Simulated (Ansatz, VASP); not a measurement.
# Pb2OF2 in VASP and in Ansatz

```
CELL_PARAMETERS angstrom
9.96000 0.00000 0.00000
0.00000 11.30000 0.00000
0.00000 0.00000 13.07000
ATOMIC_POSITIONS crystal
Pb 0.53125 0.56673 0.65592
Pb 0.53125 0.56673 0.34430
O 0.54797 0.60221 0.50011
F 0.45181 0.39823 0.65061
F 0.45181 0.39823 0.34960
```

Alike in both runs: task single point; functional PBE; k mesh 1 × 1 × 1; occupations gaussian, width 0.01 eV; non-collinear spin, spin-orbit coupling.

|  | VASP | Ansatz |
| --- | --- | --- |
| version | VASP 6.6.1 | Ansatz 0.2.0 |
| potentials or method | VASP PAW PBE potentials, release 64 (Pb_d, O, F), cutoff 520 eV | plane waves, PAW |
| valence electrons in the cell | 48 | 48 |

VASP gave:

- rms of the force components (eV/Å): 0.192

Task: What did Ansatz give for the same quantities?

Result: rms of the force components (eV/Å): 0.136.

Atom by atom the forces differ by 0.057 eV/Å (rms over components). Ansatz's warnings: structure snapped to symmetry, xc potential rough in thin density.
